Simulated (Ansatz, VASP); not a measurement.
## SnO: VASP beside Ansatz

```
CELL_PARAMETERS angstrom
3.35500 0.00000 0.00000
0.00000 5.67410 0.00000
0.00000 0.00000 4.22197
ATOMIC_POSITIONS crystal
Sn 0.00000 0.23191 0.51314
Sn 0.50000 0.76809 0.01314
O 0.00000 0.89125 0.79015
O 0.50000 0.10875 0.23686
```

Change from the starting cell: one atom moved.

Alike in both runs: task single point; functional PBE; k mesh 8 × 6 × 6; occupations gaussian, width 0.02 eV; no spin polarisation.

```csv
,VASP,Ansatz
version,VASP 6.6.1,Ansatz 0.2.0
potentials or method,"VASP PAW PBE potentials, release 64 (Sn_d, O), cutoff 520 eV","scalar-relativistic, plane waves, PAW"
valence electrons in the cell,40,40
```

Ansatz gave:

| Quantity | Value |
| --- | --- |
| gap on the k mesh at the Fermi level (eV) | 1.40 |
| least direct gap on the mesh (eV) | 2.13 |
| pressure (GPa) | 3.0 |
| traceless stress, the component that is largest in VASP (GPa) | 2.01 |
| rms of the force components (eV/Å) | 0.719 |

Question: Which values does VASP return?

Answer: gap on the k mesh at the Fermi level (eV): 1.39; least direct gap on the mesh (eV): 2.11; pressure (GPa): 3.2; traceless stress, the component that is largest in VASP (GPa): 2.14; rms of the force components (eV/Å): 0.744.

Atom by atom the forces differ by 0.039 eV/Å (rms over components).
